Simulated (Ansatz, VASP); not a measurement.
**SiO2: VASP beside Ansatz**

```
Si O
1.0
    -2.51337    2.51337    3.68939
     2.51337   -2.51337    3.68939
     2.51337    2.51337   -3.68939
Si O
2 4
Direct
  0.00000 0.00000 0.00000
  0.75000 0.25000 0.50000
  0.96701 0.62500 0.84201
  0.37500 0.21701 0.34201
  0.78299 0.12500 0.15799
  0.87500 0.03299 0.65799
```

Alike in both runs: task relaxation of cell and atoms; functional PBE; k mesh 6 × 6 × 6; occupations gaussian, width 0.02 eV; no spin polarisation.

```csv
,VASP,Ansatz
version,VASP 6.6.1,Ansatz 0.2.0
potentials or method,"VASP PAW PBE potentials, release 64 (Si, O), cutoff 600 eV","scalar-relativistic, plane waves, PAW"
valence electrons in the cell,32,32
```

|  | VASP | Ansatz | Ansatz less VASP |
| --- | --- | --- | --- |
| gap on the k mesh at the Fermi level, each at its own relaxed structure (eV) | 5.74 | 5.73 | -0.005 |
| relaxed volume (Å³/atom) | 15.53 | 15.54 | +0.012 |
| relaxed cell length with the largest relative difference (Å) | 5.122 | 5.123 | +0.0013 |
